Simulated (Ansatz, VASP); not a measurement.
Ta3N in VASP and in Ansatz

File INCAR:

```
PREC = Accurate
ENCUT = 520
EDIFF = 1E-6
ISMEAR = -1
SIGMA = 0.05
LREAL = F
LASPH = T
NELM = 60
ALGO = Normal
ISIF = 2
LWAVE = F
LCHARG = F
GGA = PS
NBANDS = 27
```

KPOINTS

```
Automatic mesh
0
Gamma
  10 10 4
```

POSCAR

```
Ta3N
1.0
    3.0322239879      0.0000000000      0.0000000000
   -1.5161119940      2.6259830035      0.0000000000
    0.0000000000      0.0000000000      7.5241370000
Ta N
3 1
Direct
    0.6785570000      0.3518300000      0.8224020000
    0.3477140000      0.6649050000      0.1754850000
   -0.0005500000      0.0006550000      0.4951950000
   -0.0037170000      0.0154590000     -0.0067660000
```

File input.yaml:

```yaml
crystal:
  lattice:
    - [3.0322239879, 0.0, 0.0]
    - [-1.516111994, 2.6259830035, 0.0]
    - [0.0, 0.0, 7.524137]
  atoms:
    - { symbol: Ta, position: [0.678557, 0.35183, 0.822402] }
    - { symbol: Ta, position: [0.347714, 0.664905, 0.175485] }
    - { symbol: Ta, position: [-0.00055, 0.000655, 0.495195] }
    - { symbol: "N", position: [-0.003717, 0.015459, -0.006766] }
kpoints:
  mp_grid: { grid: [10, 10, 4] }
scf:
  occupations: { method: fermi_dirac, width: 0.05 }
hamiltonian:
  xc: pbesol
  pseudopotentials: { kind: all_electron, lapw: { basis_error: 0.001 } }
output:
  forces: true
  stress: true
  eigenvalues: true
  populations: true
```

Change from the starting cell: atoms moved at random, drawn with an rms of 0.05 Å.

Alike in both runs: task single point; functional PBEsol; k mesh 10 × 10 × 4; occupations fermi-dirac, width 0.05 eV; no spin polarisation.

|  | VASP | Ansatz |
| --- | --- | --- |
| version | VASP 6.6.1 | Ansatz 0.2.0 |
| potentials or method | VASP PAW PBE potentials, release 64 (Ta_pv, N), cutoff 520 eV | all-electron LAPW, scalar-relativistic |

|  | VASP | Ansatz | Ansatz less VASP |
| --- | --- | --- | --- |
| gap on the k mesh at the Fermi level (eV) | none | none | - |
| pressure (GPa) | -7.9 | -8.2 | -0.24 |
| traceless stress, the component that is largest in VASP (GPa) | 1.15 | 1.11 | -0.041 |
| rms of the force components (eV/Å) | 0.429 | 0.437 | +0.0081 |

VASP's potentials were made for PBE, not for PBEsol. Atom by atom the forces differ by 0.022 eV/Å (rms over components). A gap of «none» marks a metal or a gap that the smearing closes. Ansatz ran all-electron here, and VASP with PAW potentials.

Spin-orbit coupling is off throughout.
